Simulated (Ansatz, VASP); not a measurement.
## AlN in VASP and in Ansatz

```
CELL_PARAMETERS angstrom
2.02262 -2.02262 0.00000
2.02262 0.00000 -2.02262
8.89953 7.28144 8.09048
ATOMIC_POSITIONS crystal
Al 0.55000 0.66667 0.29167
Al 0.95000 0.00000 0.12500
Al 0.15000 0.33333 0.45833
Al 0.35000 0.66667 0.79167
Al 0.75000 0.00000 0.62500
Al 0.95000 0.33333 0.95833
N 0.85000 0.00000 0.37500
N 0.25000 0.33333 0.20833
N 0.45000 0.66667 0.54167
N 0.65000 0.00000 0.87500
N 0.05000 0.33333 0.70833
N 0.65000 0.66667 0.04167
```

Alike in both runs: task single point; functional PBEsol; k mesh 9 × 9 × 2; occupations gaussian, width 0.05 eV; no spin polarisation.

```csv
,VASP,Ansatz
version,VASP 6.6.1,Ansatz 0.2.0
potentials or method,"VASP PAW PBE potentials, release 64 (Al, N), cutoff 520 eV","scalar-relativistic, plane waves, PAW"
valence electrons in the cell,48,48
```

```csv
,VASP,Ansatz,Ansatz less VASP
gap on the k mesh at the Fermi level (eV),3.89,3.91,+0.015
least direct gap on the mesh (eV),4.38,4.36,-0.012
pressure (GPa),15.1,15.0,-0.07
"traceless stress, the component that is largest in VASP (GPa)",17.53,17.32,-0.214
rms of the force components (eV/Å),4.121,4.085,-0.0362
```

VASP's potentials were made for PBE, not for PBEsol. Atom by atom the forces differ by 0.037 eV/Å (rms over components). The functional is the same, so the differences come from potentials, cutoffs and numerics.
